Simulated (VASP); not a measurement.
# Co3H in VASP: single point with PBEsol

Aim: the single point of Co3H with PBEsol.

All numbers are computed with VASP 6.6.1; they aren't measurements. Logs are shortened: lines on timing, memory, paths and dates and some standing lists are left out, and cuts for length are marked.

## 1. The cell of the first run

The cell holds a slab with vacuum, 4 atoms: a = 2.456 Å, b = 2.456 Å, c = 22.969 Å, α = 90.00°, β = 90.00°, γ = 120.00°.

## 2. Single point, PBEsol, collinear spin, ferromagnetic start

Contents of INCAR:

```
SYSTEM = Co3H
  ALGO = Normal
  DIPOL = 0.5 0.5 0.486
  EDIFF = 1E-7
  ENCUT = 520
  GGA = PS
  IDIPOL = 3
  ISIF = 2
  ISMEAR = 0
  ISPIN = 2
  LASPH = .TRUE.
  LCHARG = .FALSE.
  LDIPOL = .TRUE.
  LMAXMIX = 4
  LORBIT = 11
  LREAL = .FALSE.
  LWAVE = .FALSE.
  MAGMOM = 1.94 1.89 1.94 1
  NBANDS = 26
  NELM = 150
  PREC = Accurate
  SIGMA = 0.1
```

Contents of KPOINTS:

```
k-points
0
G
  12 12 1
  0 0 0
```

Contents of POSCAR:

```
Co3H
1.0
    2.4564222521      0.0000000000      0.0000000000
   -1.2282111260      2.1273240727      0.0000000000
    0.0000000000      0.0000000000     22.9694135642
Co H
3 1
Direct
    0.3333333333      0.6666666667      0.3700573363
    0.6662826655      0.3325653310      0.4536538943
    0.3330549441      0.6661098882      0.5403047649
   -0.3338806020     -0.6677612040      0.5799397800
```

Potentials or basis: VASP PAW PBE potentials, release 64 (Co, H).

Run with:

```sh
$ cat potpaw_PBE.64/Co/POTCAR potpaw_PBE.64/H/POTCAR > POTCAR
$ mpirun -np 1 vasp_std > vasp.out
```

OUTCAR:

```text
SYSTEM = Co3H
   EDIFF = 1E-7
   ENCUT = 520
   GGA = PS
   ISIF = 2
   ISMEAR = 0
   ISPIN = 2
   LASPH = .TRUE.
   LORBIT = 11
   LREAL = .FALSE.
   NELM = 150
   PREC = Accurate

 ion  position               nearest neighbor table
   1  0.333  0.667  0.370-   2 2.39   2 2.39   2 2.39
   2  0.666  0.333  0.454-   1 2.39   1 2.39   1 2.39   3 2.44   3 2.44   3 2.44
   3  0.333  0.666  0.540-   4 1.68   4 1.69   4 1.69   2 2.44   2 2.44   2 2.44
   4  0.666  0.332  0.580-   3 1.68   3 1.69   3 1.69

  LATTYP: Found a hexagonal cell.
 ALAT       =     2.4564222521
 C/A-ratio  =     9.3507594407

  Lattice vectors:

 A1 = (   2.4564222521,   0.0000000000,   0.0000000000)
 A2 = (  -1.2282111260,   2.1273240727,   0.0000000000)
 A3 = (   0.0000000000,   0.0000000000,  22.9694135642)

Analysis of symmetry for initial positions (statically):
=====================================================================
 Subroutine PRICEL returns:
 Original cell was already a primitive cell.

 Routine SETGRP: Setting up the symmetry group for a
 hexagonal supercell.

 Subroutine GETGRP returns: Found  2 space group operations
 (whereof  2 operations were pure point group operations)
 out of a pool of 24 trial point group operations.

The static configuration has the point symmetry C_1h.

Analysis of symmetry for dynamics (positions and initial velocities):
=====================================================================
 Subroutine PRICEL returns:
 Original cell was already a primitive cell.

 Routine SETGRP: Setting up the symmetry group for a
 hexagonal supercell.

 Subroutine GETGRP returns: Found  2 space group operations
 (whereof  2 operations were pure point group operations)
 out of a pool of 24 trial point group operations.

The dynamic configuration has the point symmetry C_1h.

Analysis of structural, dynamic, and magnetic symmetry:
=====================================================================
 Subroutine PRICEL returns:
 Original cell was already a primitive cell.

 Routine SETGRP: Setting up the symmetry group for a
 hexagonal supercell.

 Subroutine GETGRP returns: Found  2 space group operations
 (whereof  2 operations were pure point group operations)
 out of a pool of 24 trial point group operations.

The overall configuration has the point symmetry C_1h.

 Subroutine INISYM returns: Found  2 space group operations
[... 132 lines left out ...]
 spin polarized calculation
 Gauss-broadening in eV      SIGMA  =   0.10
  energy-cutoff  :      520.00
  volume of cell :      120.03
 maximum number of plane-waves:      3288
   NGX =  9   NGY =  9   NGZ = 85

 dipolmoment           0.000000      0.000000      0.000803 electrons x Angstroem

 number of electron      27.9999975 magnetization       4.4173662

 dipolmoment           0.000000      0.000000     -0.003647 electrons x Angstroem

 Free energy of the ion-electron system (eV)
  ---------------------------------------------------
  ext. energy  EPLUGINS =         0.00000000
  ---------------------------------------------------
  free energy    TOTEN  =       -25.50898843 eV

  energy without entropy =      -25.49618297  energy(sigma->0) =      -25.50258570

 E-fermi :  -0.7071     XC(G=0):  -4.5622

 val. band max:       -0.7246676361   @ k =   0.0000   0.0000   0.0000
 cond. band min:      -0.7046558302   @ k =   0.4167   0.0833   0.0000
 fundamental gap:      0.0200118059
 Fermi energy:        -0.7071186103

 spin component 1

 k-point     1 :       0.0000    0.0000    0.0000
  band No.  band energies     occupation
      1     -10.2149      1.00000
      2      -8.4957      1.00000
      3      -6.3933      1.00000
      4      -4.2065      1.00000
      5      -3.4541      1.00000
      6      -3.4445      1.00000
[... 685 lines left out ...]
     25      10.3378      0.00000
     26      10.6398      0.00000

 [... further k-points ...]

 spin component 2

 k-point     1 :       0.0000    0.0000    0.0000
  band No.  band energies     occupation
      1     -10.1381      1.00000
      2      -8.3974      1.00000
      3      -5.8798      1.00000
      4      -3.5216      1.00000
      5      -2.2707      1.00000
      6      -2.0268      1.00000
[... 685 lines left out ...]
     25      10.5037      0.00000
     26      10.7752      0.00000

 [... further k-points ...]

------------------------ aborting loop because EDIFF is reached ----------------------------------------

 vacuum level on the upper side and lower side of the slab       (xc-potential included)        -0.055         0.066

  FORCE on cell =-STRESS in cart. coord.  units (eV):
  Direction    XX          YY          ZZ          XY          YZ          ZX
  --------------------------------------------------------------------------------------
  -------------------------------------------------------------------------------------
  Total       -0.9228799     -0.9110368     -0.1796347     -0.0000000      0.0099404      0.0000000
  in kB      -12.3188217    -12.1607372     -2.3978067     -0.0000000      0.1326871      0.0000000
  external PRESSURE =      -8.9591219 kB  Pullay stress =       0.0000000 kB

 VOLUME and BASIS-vectors are now :
 -----------------------------------------------------------------------------
  energy-cutoff  :      520.00
  volume of cell :      120.03
      direct lattice vectors                 reciprocal lattice vectors
     2.456422252  0.000000000  0.000000000     0.407096133  0.235037062  0.000000000
    -1.228211126  2.127324073  0.000000000     0.000000000  0.470074124  0.000000000
     0.000000000  0.000000000 22.969413564     0.000000000  0.000000000  0.043536157

 POSITION                                       TOTAL-FORCE (eV/Angst)
 -----------------------------------------------------------------------------------
     -0.00000      1.41822      8.50000        -0.000000     -0.002823      0.042642
      1.22821      0.70747     10.42016         0.000000      0.002601     -0.005297
      0.00000      1.41703     12.41048        -0.000000     -0.004254     -0.028950
      1.22821      0.70678     13.32088         0.000000      0.004476     -0.008395
 -----------------------------------------------------------------------------------
    total drift:                                0.000000     -0.000163     -0.000793

  FREE ENERGIE OF THE ION-ELECTRON SYSTEM (eV)
  ---------------------------------------------------
  free  energy   TOTEN  =       -25.5089884332 eV

  energy  without entropy=      -25.4961829653  energy(sigma->0) =      -25.50258570

 vacuum level on the upper side and lower side of the slab         4.242         4.354

 total charge

# of ion       s       p       d       tot
------------------------------------------
    1        0.500   0.446   7.272   8.218
    2        0.508   0.575   7.296   8.379
    3        0.487   0.603   7.368   8.458
    4        0.526   0.026   0.000   0.552
--------------------------------------------------
tot          2.022   1.649  21.935  25.606

 magnetization (x)

# of ion       s       p       d       tot
------------------------------------------
    1       -0.013  -0.043   1.679   1.623
    2       -0.014  -0.049   1.703   1.640
    3       -0.004  -0.015   1.191   1.173
    4       -0.016   0.001   0.000  -0.015
--------------------------------------------------
tot         -0.047  -0.106   4.573   4.421
```

OSZICAR:

```text
N       E                     dE             d eps       ncg     rms          rms(c)
DAV:   1     0.189427556329E+03    0.18943E+03   -0.11713E+04  4472   0.101E+03
DAV:   2    -0.162388832770E+02   -0.20567E+03   -0.19028E+03  4562   0.242E+02
DAV:   3    -0.274065067229E+02   -0.11168E+02   -0.10957E+02  5190   0.811E+01
[... 35 lines left out ...]
DAV:  39    -0.255089870378E+02   -0.34945E-05   -0.38671E-08  3560   0.811E-04    0.379E-04
DAV:  40    -0.255089881373E+02   -0.10995E-05   -0.81069E-09  3558   0.683E-04    0.222E-04
DAV:  41    -0.255089883056E+02   -0.16837E-06   -0.19951E-09  3480   0.327E-04    0.109E-04
DAV:  42    -0.255089884104E+02   -0.10478E-06   -0.14543E-09  3348   0.179E-04    0.551E-05
DAV:  43    -0.255089884332E+02   -0.22816E-07   -0.31602E-10  3498   0.100E-04
   1 F= -.25508988E+02 E0= -.25502586E+02  d E =-.128055E-01  mag=     4.4174
```

Wall time 8.3 min (1 thread of AMD EPYC 7R13 (Zen 3), shared host); peak memory 0.36 GiB.

Results:

- Free energy: -25.5090 eV
- Largest force: 0.043 eV/Å
- Net moment: 4.42 μB per cell
- Site moments: Co +1.62, +1.64, +1.17; H -0.01 μB
- Valence electrons inside the program's atomic spheres: Co 8.22, 8.38, 8.46; H 0.55

Forces on the atoms (eV/Å):
```
Co   0.000 -0.003  0.043
Co   0.000  0.003 -0.005
Co   0.000 -0.004 -0.029
H    0.000  0.004 -0.008
```

Caveat: the PAW data sets were made with another functional, which shifts forces and pressure a little.
